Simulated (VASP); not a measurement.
# V (Fm-3m) in VASP: single point with PBE

Aim: the single point of V with PBE.

Program: VASP 6.6.1. These are calculated values, not measurements. Logs are shortened: lines on timing, memory, paths and dates and some standing lists are left out, and cuts for length are marked.

**1. The cell of the first run**

Symmetry: Fm-3m, No. 225, cubic system. The conventional cell has a = 3.817 Å, b = 3.817 Å, c = 3.817 Å, α = 90.00°, β = 90.00°, γ = 90.00°. V (site symmetry m-3m) has 12 V at 2.70 Å within 3.6 Å.

**2. Single point, PBE, collinear spin, ferromagnetic start**

INCAR reads:

```
SYSTEM = V
ALGO     = Normal         ! electronic algorithm
EDIFF    = 1E-6           ! SCF threshold, eV
ENCUT    = 520            ! plane-wave cutoff, eV
GGA      = PE             ! functional
ISIF     = 2              ! what is computed and relaxed
ISMEAR   = -1             ! smearing method
ISPIN    = 2              ! spin polarisation
LASPH    = .TRUE.         ! aspherical terms in the spheres
LCHARG   = .FALSE.        ! write CHGCAR
LMAXMIX  = 4              ! l up to which the mixer works
LORBIT   = 11             ! projections on sites
LREAL    = .FALSE.        ! projectors in reciprocal space
LWAVE    = .FALSE.        ! write WAVECAR
MAGMOM   = 1              ! initial moments
NBANDS   = 16             ! bands
NELM     = 150            ! most SCF steps
PREC     = Accurate       ! precision mode
SIGMA    = 0.05           ! smearing width, eV
```

KPOINTS reads:

```
k-points
0
G
  14 14 14
  0 0 0
```

POSCAR reads:

```
V
1.0
    0.0000000000      1.9085706461      1.9085706461
    1.9085706461      0.0000000000      1.9085706461
    1.9085706461      1.9085706461      0.0000000000
V
1
Direct
    0.0000000000      0.0000000000      0.0000000000
```

Potentials or basis: VASP PAW PBE potentials, release 64 (V_sv).

Started as:

```console
$ cat potpaw_PBE.64/V_sv/POTCAR > POTCAR
$ mpirun -np 1 vasp_std > vasp.out
```

OUTCAR:

```text
SYSTEM = V
   EDIFF = 1E-6
   ENCUT = 520
   GGA = PE
   ISIF = 2
   ISMEAR = -1
   ISPIN = 2
   LASPH = .TRUE.
   LORBIT = 11
   LREAL = .FALSE.
   NELM = 150
   PREC = Accurate

 ion  position               nearest neighbor table
   1  0.000  0.000  0.000-

  LATTYP: Found a face centered cubic cell.
 ALAT       =     3.8171412922

  Lattice vectors:

 A1 = (   0.0000000000,   1.9085706461,   1.9085706461)
 A2 = (   1.9085706461,   0.0000000000,   1.9085706461)
 A3 = (   1.9085706461,   1.9085706461,   0.0000000000)

Analysis of symmetry for initial positions (statically):
=====================================================================
 Subroutine PRICEL returns:
 Original cell was already a primitive cell.

 Routine SETGRP: Setting up the symmetry group for a
 face centered cubic supercell.

 Subroutine GETGRP returns: Found 48 space group operations
 (whereof 48 operations were pure point group operations)
 out of a pool of 48 trial point group operations.

The static configuration has the point symmetry O_h .

Analysis of symmetry for dynamics (positions and initial velocities):
=====================================================================
 Subroutine PRICEL returns:
 Original cell was already a primitive cell.

 Routine SETGRP: Setting up the symmetry group for a
 face centered cubic supercell.

 Subroutine GETGRP returns: Found 48 space group operations
 (whereof 48 operations were pure point group operations)
 out of a pool of 48 trial point group operations.

The dynamic configuration has the point symmetry O_h .

Analysis of structural, dynamic, and magnetic symmetry:
=====================================================================
 Subroutine PRICEL returns:
 Original cell was already a primitive cell.

 Routine SETGRP: Setting up the symmetry group for a
 face centered cubic supercell.

 Subroutine GETGRP returns: Found 48 space group operations
 (whereof 48 operations were pure point group operations)
 out of a pool of 48 trial point group operations.

The overall configuration has the point symmetry O_h .

 Subroutine INISYM returns: Found 48 space group operations
 (whereof 48 operations are pure point group operations),
 and found     1 'primitive' translations

----------------------------------------------------------------------------------------

                                     Primitive cell

  volume of cell :      13.9045

  direct lattice vectors                    reciprocal lattice vectors
     0.000000000  1.908570646  1.908570646    -0.261976155  0.261976155  0.261976155
     1.908570646  0.000000000  1.908570646     0.261976155 -0.261976155  0.261976155
     1.908570646  1.908570646  0.000000000     0.261976155  0.261976155 -0.261976155

  length of vectors
     2.699126492  2.699126492  2.699126492     0.453756011  0.453756011  0.453756011

  position of ions in fractional coordinates (direct lattice)
     0.000000000  0.000000000  0.000000000

  ion indices of the primitive-cell ions
   primitive index   ion index
                 1           1

----------------------------------------------------------------------------------------

 KPOINTS: k-points

Automatic generation of k-mesh.
 Grid dimensions read from file:
 generate k-points for:   14   14   14

 Generating k-lattice:

  Cartesian coordinates                     Fractional coordinates (reciprocal lattice)
    -0.018712583  0.018712583  0.018712583     0.071428571  0.000000000  0.000000000
     0.018712583 -0.018712583  0.018712583     0.000000000  0.071428571  0.000000000
     0.018712583  0.018712583 -0.018712583     0.000000000  0.000000000  0.071428571

  Length of vectors
     0.032411144  0.032411144  0.032411144

  Shift w.r.t. Gamma in fractional coordinates (k-lattice)
     0.000000000  0.000000000  0.000000000

 Subroutine IBZKPT returns following result:
 ===========================================

 Found    104 irreducible k-points:

 Following reciprocal coordinates:
            Coordinates               Weight
  0.000000  0.000000  0.000000      1.000000
  0.071429  0.000000  0.000000      8.000000
  0.142857  0.000000  0.000000      8.000000
  0.214286  0.000000  0.000000      8.000000
  0.285714  0.000000  0.000000      8.000000
  0.357143  0.000000  0.000000      8.000000
[... 16 lines left out ...]
  0.214286  0.142857  0.000000     24.000000
  0.285714  0.142857  0.000000     24.000000
 [... further k-points ...]
   k-points           NKPTS =    104   k-points in BZ     NKDIM =    104   number of bands    NBANDS=     16
   number of dos      NEDOS =    301   number of ions     NIONS =      1
   total plane-waves  NPLWV =   8000
   dimension x,y,z NGX =    20 NGY =   20 NGZ =   20
   dimension x,y,z NGXF=    40 NGYF=   40 NGZF=   40
   ions per type =               1
   NGX,Y,Z   is equivalent  to a cutoff of  12.32, 12.32, 12.32 a.u.
   NGXF,Y,Z  is equivalent  to a cutoff of  24.64, 24.64, 24.64 a.u.
 SYSTEM =  V
   PREC   = accura    normal or accurate (medium, high low for compatibility)
   ISTART =      0    job   : 0-new  1-cont  2-samecut
   ICHARG =      2    charge: 1-file 2-atom 10-const
   ISPIN  =      2    spin polarized calculation?
   LNONCOLLINEAR =      F non collinear calculations
   LSORBIT =      F    spin-orbit coupling
   LASPH  =      T    aspherical Exc in radial PAW
   ENCUT  =  520.0 eV  38.22 Ry    6.18 a.u.   5.02  5.02  5.02*2*pi/ulx,y,z
   NELM   =    150;   NELMIN=  2; NELMDL= -5     # of ELM steps
   EDIFF  = 0.1E-05   stopping-criterion for ELM
   LREAL  =      F    real-space projection
   EDIFFG = 0.1E-04   stopping-criterion for IOM
   NSW    =      0    number of steps for IOM
   IBRION =     -1    ionic relax: 0-MD 1-quasi-New 2-CG
   NFREE  =      0    steps in history (QN), initial steepest desc. (CG)
   ISIF   =      2    stress and relaxation
   ISYM   =      2    0-nonsym 1-usesym 2-fastsym
   POTIM  = 0.5000    time-step for ionic-motion
   TEBEG  =    0.0;   TEEND  =   0.0 temperature during run
   PSTRESS=    0.0 pullay stress
   NELECT =      13.0000    total number of electrons
   NUPDOWN=      -1.0000    fix difference up-down
   EMIN   =  10.00;   EMAX   =-10.00  energy-range for DOS
   EFERMI =   0.00;   METHOD = LEGACY
   ISMEAR =    -1;   SIGMA  =   0.05  broadening in eV -4-tet -1-fermi 0-gaus
   EFERMI_NEDOS =   21; number of points for ismear=-14 and -15
   IALGO  =     38    algorithm
   IMIX   =      4    mixing-type and parameters
     AMIX     =   0.40;   BMIX     =  1.00
     AMIX_MAG =   1.60;   BMIX_MAG =  1.00
  volume/ion in A,a.u.               =      13.90        93.83
  Fermi-wavevector in a.u.,A,eV,Ry     =   1.600802  3.025078 34.865856  2.562568
  Thomas-Fermi vector in A             =   2.697881
   LORBIT       =     11    0 simple, 1 ext, 2 COOP (PROOUT), +10 PAW based schemes
   GGA     = PE    functional components
   LHFCALC =     F    Hartree Fock is set to
   AEXX    =    0.0000 exact exchange contribution
   IVDW    =     0    specifies the selected vdW correction
   LEPSILON=     F    determine dielectric tensor
   LRPA    =     F    only Hartree local field effects (RPA)
 spin polarized calculation
  energy-cutoff  :      520.00
  volume of cell :       13.90
 maximum number of plane-waves:       388
   NGX =  9   NGY =  9   NGZ =  9

 number of electron      13.0000002 magnetization      -0.0126998

 number of electron      13.0000002 magnetization       0.0018635

 Free energy of the ion-electron system (eV)
  ---------------------------------------------------
  ext. energy  EPLUGINS =         0.00000000
  ---------------------------------------------------
  free energy    TOTEN  =        -8.75793020 eV

  energy without entropy =       -8.74526292  energy(sigma->0) =       -8.75159656

 E-fermi :   9.6188     XC(G=0): -12.7368

 val. band max:        9.6184238236   @ k =   0.0714   0.0714   0.0000
 cond. band min:       9.6531532662   @ k =   0.3571   0.1429   0.0000
 fundamental gap:      0.0347294426
 Fermi energy:         9.6187539317

 spin component 1

 k-point     1 :       0.0000    0.0000    0.0000
  band No.  band energies     occupation
      1     -54.4556      1.00000
      2     -27.8123      1.00000
      3     -27.8123      1.00000
      4     -27.8123      1.00000
      5       2.8024      1.00000
      6       9.7881      0.03270
[... 8 lines left out ...]
     15      36.8469      0.00000
     16      37.7645      0.00000

 k-point     2 :       0.0714    0.0000    0.0000
  band No.  band energies     occupation
      1     -54.4477      1.00000
      2     -27.8538      1.00000
      3     -27.8175      1.00000
      4     -27.8175      1.00000
      5       2.9914      1.00000
      6       9.6875      0.20174
[... 8 lines left out ...]
     15      37.0567      0.00000
     16      37.7237      0.00000

 k-point     3 :       0.1429    0.0000    0.0000
  band No.  band energies     occupation
      1     -54.4254      1.00000
      2     -27.9692      1.00000
      3     -27.8320      1.00000
      4     -27.8320      1.00000
      5       3.5343      1.00000
      6       9.4337      0.97591
[... 8 lines left out ...]
     15      36.3910      0.00000
     16      37.4568      0.00000
[... 362 lines left out ...]
 k-point    23 :       0.2143    0.1429    0.0000
  band No.  band energies     occupation
      1     -54.3912      1.00000
      2     -28.0711      1.00000
      3     -27.8929      1.00000
      4     -27.8866      1.00000
      5       4.3690      1.00000
      6       8.8746      1.00000
[... 8 lines left out ...]
     15      37.8212      0.00000
     16      38.6340      0.00000

 k-point    24 :       0.2857    0.1429    0.0000
  band No.  band energies     occupation
      1     -54.3598      1.00000
      2     -28.2175      1.00000
      3     -27.9192      1.00000
      4     -27.9112      1.00000
      5       5.1804      1.00000
      6       8.6294      1.00000
[... 8 lines left out ...]
     15      37.2983      0.00000
     16      38.1954      0.00000

 [... further k-points ...]

 spin component 2

 k-point     1 :       0.0000    0.0000    0.0000
  band No.  band energies     occupation
      1     -54.4537      1.00000
      2     -27.8103      1.00000
      3     -27.8103      1.00000
      4     -27.8103      1.00000
      5       2.8034      1.00000
      6       9.7895      0.03185
[... 8 lines left out ...]
     15      36.8465      0.00000
     16      37.7662      0.00000

 k-point     2 :       0.0714    0.0000    0.0000
  band No.  band energies     occupation
      1     -54.4458      1.00000
      2     -27.8519      1.00000
      3     -27.8156      1.00000
      4     -27.8156      1.00000
      5       2.9924      1.00000
      6       9.6889      0.19739
[... 8 lines left out ...]
     15      37.0575      0.00000
     16      37.7253      0.00000

 k-point     3 :       0.1429    0.0000    0.0000
  band No.  band energies     occupation
      1     -54.4235      1.00000
      2     -27.9673      1.00000
      3     -27.8301      1.00000
      4     -27.8301      1.00000
      5       3.5354      1.00000
      6       9.4350      0.97527
[... 8 lines left out ...]
     15      36.3920      0.00000
     16      37.4583      0.00000
[... 362 lines left out ...]
 k-point    23 :       0.2143    0.1429    0.0000
  band No.  band energies     occupation
      1     -54.3893      1.00000
      2     -28.0692      1.00000
      3     -27.8910      1.00000
      4     -27.8847      1.00000
      5       4.3700      1.00000
      6       8.8759      1.00000
[... 8 lines left out ...]
     15      37.8223      0.00000
     16      38.6352      0.00000

 k-point    24 :       0.2857    0.1429    0.0000
  band No.  band energies     occupation
      1     -54.3579      1.00000
      2     -28.2156      1.00000
      3     -27.9173      1.00000
      4     -27.9093      1.00000
      5       5.1814      1.00000
      6       8.6307      1.00000
[... 8 lines left out ...]
     15      37.2994      0.00000
     16      38.1966      0.00000

 [... further k-points ...]
[... 5 lines left out ...]
  --------------------------------------------------------------------------------------
  -------------------------------------------------------------------------------------
  Total        0.0113205      0.0113205      0.0113205      0.0000000      0.0000000      0.0000000
  in kB        1.3044357      1.3044357      1.3044357      0.0000000      0.0000000      0.0000000
  external PRESSURE =       1.3044357 kB  Pullay stress =       0.0000000 kB

 VOLUME and BASIS-vectors are now :
 -----------------------------------------------------------------------------
  energy-cutoff  :      520.00
  volume of cell :       13.90
      direct lattice vectors                 reciprocal lattice vectors
     0.000000000  1.908570646  1.908570646    -0.261976155  0.261976155  0.261976155
     1.908570646  0.000000000  1.908570646     0.261976155 -0.261976155  0.261976155
     1.908570646  1.908570646  0.000000000     0.261976155  0.261976155 -0.261976155

 POSITION                                       TOTAL-FORCE (eV/Angst)
 -----------------------------------------------------------------------------------
      0.00000      0.00000      0.00000         0.000000      0.000000      0.000000
 -----------------------------------------------------------------------------------
    total drift:                                0.000000     -0.000000      0.000000

  FREE ENERGIE OF THE ION-ELECTRON SYSTEM (eV)
  ---------------------------------------------------
  free  energy   TOTEN  =        -8.7579302027 eV

  energy  without entropy=       -8.7452629163  energy(sigma->0) =       -8.75159656

 total charge

# of ion       s       p       d       tot
------------------------------------------
    1        2.341   6.225   3.022  11.588

 magnetization (x)

# of ion       s       p       d       tot
------------------------------------------
    1        0.000   0.000   0.001   0.001
```

Wall time 29 s (1 thread of Intel Xeon Platinum 8488C (Sapphire Rapids), shared host); peak memory 0.15 GiB.

What came out:

```yaml
Free_energy: -8.7579 eV
Pressure: 0.1 GPa
Net_moment: 0.00 μB per cell
Valence_electrons_inside_the_program's_atomic_spheres: V 11.59
```

Levels at points of the mesh, in eV from the Fermi level:
Spin up:
```
           k point  band 4  band 5  band 6  band 7  band 8  band 9
(0.00, 0.00, 0.00)  -37.43   -6.82    0.17    0.17    0.17    1.91
(0.50, 0.00, 0.00)  -37.53   -3.31    0.05    0.05    0.80    3.06
(0.50, 0.50, 0.00)  -37.71   -3.44   -2.60    3.05    3.36    3.36
```
Spin down:
```csv
k point,band 4,band 5,band 6,band 7,band 8,band 9
"(0.00, 0.00, 0.00)",-37.43,-6.82,0.17,0.17,0.17,1.91
"(0.50, 0.00, 0.00)",-37.53,-3.31,0.05,0.05,0.80,3.07
"(0.50, 0.50, 0.00)",-37.71,-3.44,-2.60,3.05,3.37,3.37
```
